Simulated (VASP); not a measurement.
# NaScSe2: relaxation of cell and atoms with PBEsol

Crystal: NaScSe2.

```
CELL_PARAMETERS angstrom
4.16670 0.00000 0.00000
0.00000 4.16670 0.00000
0.00000 0.00000 5.89260
ATOMIC_POSITIONS crystal
Na 0.00000 0.00000 0.00000
Se 0.00000 0.00000 0.50000
Se 0.50000 0.50000 0.00000
Sc 0.50000 0.50000 0.50000
```

```yaml
Program: VASP 6.6.1
Task: relaxation of cell and atoms
Functional: PBEsol
Potentials_or_basis: VASP PAW PBE potentials, release 64 (Na_pv, Se, Sc_sv)
Cutoff: 600 eV
k_mesh: 6 × 6 × 4
Occupations: fermi-dirac, width 0.03 eV
Spin: no spin polarisation
Dipole_correction: no
Further_INCAR_settings: ALGO = Normal; EDIFF = 1e-07; IBRION = 2; EDIFFG = -0.01; NSW = 100; ISIF = 3
```

| Quantity | Value |
| --- | --- |
| Relaxed volume | 21.22 Å³/atom |
| Relaxed cell | a = 3.962 Å, b = 3.962 Å, c = 5.409 Å, α = 90.00°, β = 90.00°, γ = 90.00° |
| Space group after relaxing (to 0.1 Å) | P4/mmm (No. 123) |
| Energy gained by relaxing | 138.8 meV/atom |
| Ionic steps | 8 |
| Pressure after relaxing | 0.0 GPa |
| Band gap on the k mesh | zero (bands 15 and 16 overlap by 0.15 eV) |

The path:
```csv
step,energy change (eV),largest force (eV/Å),pressure (GPa),volume (Å³)
1,0.0000,0.0000,-8.04,102.30
2,-0.5545,0.0000,0.32,84.43
3,-0.5548,0.0000,0.06,84.76
4,-0.5545,0.0000,-0.19,85.09
5,-0.5549,0.0000,-0.20,85.15
6,-0.5549,0.0000,-0.21,85.18
7,-0.5551,0.0000,0.06,84.81
8,-0.5551,0.0000,0.00,84.90
```

Final structure:
```cif
data_structure
_symmetry_space_group_name_H-M 'P 1'
_symmetry_Int_Tables_number 1
_cell_length_a 3.9616
_cell_length_b 3.9616
_cell_length_c 5.4094
_cell_angle_alpha 90.000
_cell_angle_beta 90.000
_cell_angle_gamma 90.000
_cell_volume 84.90
loop_
_atom_site_label
_atom_site_type_symbol
_atom_site_fract_x
_atom_site_fract_y
_atom_site_fract_z
_atom_site_occupancy
Na1 Na 0.00000 0.00000 0.00000 1
Se1 Se 0.00000 0.00000 0.50000 1
Se2 Se 0.50000 0.50000 0.00000 1
Sc1 Sc 0.50000 0.50000 0.50000 1
```

Levels at points of the mesh, in eV from the Fermi level:
```tsv
k point	band 12	band 13	band 14	band 15	band 16	band 17	band 18	band 19
(0.00, 0.00, 0.00)	-1.83	-0.08	-0.04	0.14	0.14	1.29	1.55	1.55
(0.50, 0.00, 0.00)	-2.48	-2.47	-1.91	-0.18	1.72	2.04	2.33	2.51
(0.50, 0.50, 0.00)	-1.54	-1.38	-1.17	-1.17	0.62	0.62	2.02	2.34
(0.00, 0.00, 0.50)	-1.60	-1.60	-0.78	-0.78	0.02	1.30	2.36	2.62
(0.50, 0.00, 0.50)	-2.70	-2.43	-0.58	-0.39	2.08	2.53	2.68	4.03
(0.50, 0.50, 0.50)	-2.81	-2.49	-2.49	-1.96	2.13	2.13	2.35	2.35
```

It took 11 min on 1 thread of AMD EPYC 9755 128-Core Processor, with other jobs on the host, peak memory 0.26 GiB.

Caveat: the volume moved by over 15 % at a fixed basis, so the end points are rough; the PAW data sets were made with another functional, which shifts forces and pressure a little.
